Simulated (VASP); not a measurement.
Write the native input for VASP 6.6.1 that does the following.

```
Task                   : relaxation of cell and atoms
Functional             : LDA
Potentials or basis    : VASP PAW LDA potentials, release 64 (B, Sb, N)
Cutoff                 : 600 eV
k mesh                 : 15 × 15 × 6
Occupations            : gaussian, width 0.1 eV
Spin                   : no spin polarisation
Dipole correction      : no
Further INCAR settings : ALGO = Normal; EDIFF = 1e-06; IBRION = 2; EDIFFG = -0.005; NSW = 100; ISIF = 3
```

The structure of B2SbN lies in POSCAR:

```
B2SbN
1.0
    3.2958407124      0.0000000000      0.0000000000
   -1.6479203562      2.8542817838      0.0000000000
    0.0000000000      0.0000000000      6.9808556885
B Sb N
2 1 1
Direct
    0.3333333333      0.6666666667      0.0000000000
    0.6666666667      0.3333333333      0.5000000000
    0.3333333333      0.6666666667      0.5000000000
    0.6666666667      0.3333333333      0.0000000000
```

The input as run:

INCAR

```
SYSTEM = B2SbN
PREC = Accurate
ENCUT = 600
EDIFF = 1E-6
ISMEAR = 0
SIGMA = 0.1
LREAL = .False.
LASPH = .True.
NELM = 100
ALGO = Normal
ISIF = 3
LWAVE = .False.
LCHARG = .False.
IBRION = 2
NSW = 100
EDIFFG = -0.005
```

KPOINTS

```
regular mesh
0
Gamma
  15 15 6
  0 0 0
```

Potentials or basis: VASP PAW LDA potentials, release 64 (B, Sb, N).

Launch:

```bash
$ cat potpaw_LDA.64/B/POTCAR potpaw_LDA.64/Sb/POTCAR potpaw_LDA.64/N/POTCAR > POTCAR
$ mpirun -np 1 vasp_std > vasp.out
```

It gave:

The relaxed volume is 16.37 Å³/atom and the relaxed cell is a = 3.315 Å, b = 3.315 Å, c = 6.881 Å, α = 90.00°, β = 90.00°, γ = 120.00°. The space group after relaxing (to 0.1 Å) is P-6m2 (No. 187). The energy gained by relaxing is 1.5 meV/atom and the ionic steps are 8. The pressure after relaxing is 0.0 GPa and the band gap on the k mesh is zero (bands 8 and 9 overlap by 0.67 eV).

Caveat: semilocal functionals underestimate gaps, so a narrow gap can read as zero; spin-orbit coupling is left out, which moves the levels of the heavy elements.

It took 2.9 min on 1 thread of Intel(R) Xeon(R) 6975P-C (Granite Rapids), with other jobs on the host, peak memory 0.27 GiB.
